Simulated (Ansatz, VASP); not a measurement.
Two plane-wave programs on BaH2

```xyz
6
Lattice="4.3475 0.0000 0.0000 -2.1738 3.7651 0.0000 0.0000 0.0000 5.6801" Properties=species:S:1:pos:R:3 pbc="T T T"
Ba    2.1738    1.2550    4.2601
Ba    0.0000    2.5101    1.4200
H     0.0000    2.5101    4.2601
H     2.1738    1.2550    1.4200
H     0.0000    0.0000    2.8401
H     0.0000    0.0000    0.0000
```

Alike in both runs: task electric field gradients; functional LDA; k mesh 6 × 6 × 6; no spin polarisation.

|  | VASP | Ansatz |
| --- | --- | --- |
| version | VASP 6.6.1 | Ansatz 0.2.0 |
| potentials or method | VASP PAW LDA potentials, release 64 (Ba_sv, H), cutoff 520 eV | scalar-relativistic, plane waves, PAW |
| occupations | gaussian, width 0.01 eV | fixed |
| valence electrons in the cell | 24 | 24 |

|  | VASP | Ansatz | Ansatz less VASP |
| --- | --- | --- | --- |
| gap on the k mesh at the Fermi level (eV) | 1.49 | 1.66 | +0.168 |
| least direct gap on the mesh (eV) | 2.29 | 2.50 | +0.209 |
| pressure (GPa) | 0.9 | 0.0 | -0.94 |
| size of Vzz on the site where it differs most (V/Å²) | 158.4 | 154.2 | -4.22 |

LDA's correlation is that of Perdew and Zunger in VASP and of Perdew and Wang (1992) in Ansatz.

Neither program's run includes spin-orbit coupling.
